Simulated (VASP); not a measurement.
Set up this calculation in VASP 6.6.1, as the native input.

| Quantity | Value |
| --- | --- |
| Task | single point |
| Functional | PBE |
| Potentials or basis | VASP PAW PBE potentials, release 64 (P) |
| Cutoff | 520 eV |
| k mesh | 6 × 6 × 8 |
| Occupations | gaussian, width 0.1 eV |
| Spin | no spin polarisation |
| Dipole correction | no |
| Further INCAR settings | ALGO = Normal; EDIFF = 1e-06; NBANDS = 8 |

The structure of P lies in POSCAR:

```
P
1.0
    2.4357152412      0.0000000000      0.0000000000
    0.0000000000      2.4357152412      0.0000000000
    0.0000000000      0.0000000000      2.4646725032
P
1
Direct
    0.0000000000      0.0000000000      0.0000000000
```

The cell was built from a structure type or drawn by symmetry, and may not be a known phase.

These files were run (other wordings do the same):

INCAR

```
SYSTEM = P
PREC = Accurate ; ENCUT = 520
EDIFF = 1E-6 ; ISMEAR = 0
SIGMA = 0.1 ; LREAL = .FALSE.
LASPH = .TRUE. ; NELM = 80
ALGO = Normal ; ISIF = 2
LWAVE = .FALSE. ; LCHARG = .FALSE.
GGA = PE ; NBANDS = 8
```

KPOINTS

```
regular mesh
0
G
  6 6 8
  0 0 0
```

Potentials or basis: VASP PAW PBE potentials, release 64 (P).

Launch:

```bash
$ cat potpaw_PBE.64/P/POTCAR > POTCAR
$ mpirun -np 1 vasp_std > vasp.out
```

Results of the run:

```
Pressure               : -0.3 GPa
Band gap on the k mesh : zero (an odd number of electrons rules out a gap without spin polarisation)
```

Caveat: the k points lie up to 0.43 Å⁻¹ apart, too coarse for converged energies and pressures of a metal.

Wall time 6.1 s on 1 thread of Intel Xeon 8259CL, with other jobs on the host, peak memory 0.11 GiB.
